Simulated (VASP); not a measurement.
The system is Bi.

```xyz
1
Lattice="-1.9568 1.9568 1.9568 1.9568 -1.9568 1.9568 1.9568 1.9568 -1.9568" Properties=species:S:1:pos:R:3 pbc="T T T"
Bi    0.0000    0.0000    0.0000
```

This isn't the form of Bi at room conditions, which is rhombohedral.

Base run:

```yaml
Program: VASP 6.6.1
Functional: PBEsol
Potentials_or_basis: VASP PAW PBE potentials, release 64 (Bi_d)
Cutoff: 520 eV
k_mesh: 16 × 16 × 16
Occupations: gaussian, width 0.1 eV
Spin: non-collinear spin, zero start, spin-orbit coupling
Starting_moments: "[[0.0, 0.0, 0.0]] μB"
```

Its results: pressure 1.1 GPa.

Task: The run is repeated on the same cell with these changes: spin from non-collinear spin, zero start, spin-orbit coupling to no spin polarisation; further incar settings from ALGO = Normal; EDIFF = 1e-06; NBANDS = 26 to ALGO = Normal; EDIFF = 1e-07; NBANDS = 14. What comes out?

Result: Pressure -0.1 GPa.

Caveats: the PAW data sets were made with another functional, which shifts forces and pressure a little.
